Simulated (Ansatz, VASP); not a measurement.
Two plane-wave programs on Ge

```
CELL_PARAMETERS angstrom
3.99762 0.00000 0.00000
-1.99881 3.46204 0.00000
0.00000 0.00000 6.59282
ATOMIC_POSITIONS crystal
Ge 0.33333 0.66667 0.00037
Ge 0.66667 0.33333 0.50037
Ge 0.33333 0.66667 0.37463
Ge 0.66667 0.33333 0.87463
```

Alike in both runs: task single point; functional r2SCAN; k mesh 12 × 12 × 4; occupations fermi-dirac, width 0.02 eV; no spin polarisation.

```csv
,VASP,Ansatz
version,VASP 6.6.1,Ansatz 0.2.0
potentials or method,"VASP PAW PBE potentials, release 64 (Ge_d)","plane waves, PAW"
plane-wave cutoff (eV),520,500
valence electrons in the cell,56,56
```

Ansatz gave:

| Property | Result |
| --- | --- |
| pressure (GPa) | 0.0 |
| traceless stress, the component that is largest in VASP (GPa) | 0.16 |

What did VASP give for the same quantities?

Pressure (GPa): 0.1; traceless stress, the component that is largest in VASP (GPa): 0.14.

VASP's potentials were made for PBE, not for r2SCAN. With one functional, cell and mesh, what is left measures potentials, basis and numerics.
